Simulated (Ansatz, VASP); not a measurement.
# GaN in VASP and in Ansatz

```xyz
4
Lattice="3.1800 0.0000 0.0000 -1.5900 2.7540 0.0000 0.0000 0.0000 5.1660" Properties=species:S:1:pos:R:3 pbc="T T T"
Ga   -0.0346    1.8623    0.0040
Ga    1.6027    0.8592    2.5849
N    -0.0174    1.8466    1.9344
N     1.6293    0.9398    4.5172
```

Change from the starting cell: all atoms moved at random (sigma 0.03 Å a component).

Alike in both runs: task single point; functional PBE; k mesh 12 × 12 × 6; occupations gaussian, width 0.05 eV; no spin polarisation.

|  | VASP | Ansatz |
| --- | --- | --- |
| version | VASP 6.6.1 | Ansatz 0.2.0 |
| potentials or method | VASP PAW PBE potentials, release 64 (Ga_d, N), cutoff 520 eV | scalar-relativistic, plane waves, PAW |
| valence electrons in the cell | 36 | 36 |

VASP gave:

| Property | Result |
| --- | --- |
| gap on the k mesh at the Fermi level (eV) | 1.88 |
| least direct gap on the mesh (eV) | 1.88 |
| pressure (GPa) | 8.0 |
| traceless stress, the component that is largest in VASP (GPa) | 3.12 |
| rms of the force components (eV/Å) | 0.549 |

**Question.** What did Ansatz give for the same quantities?

**Answer.** gap on the k mesh at the Fermi level (eV): 1.88; least direct gap on the mesh (eV): 1.88; pressure (GPa): 8.0; traceless stress, the component that is largest in VASP (GPa): 3.17; rms of the force components (eV/Å): 0.558.

Atom by atom the forces differ by 0.009 eV/Å (rms over components). With one functional, cell and mesh, what is left measures potentials, basis and numerics.
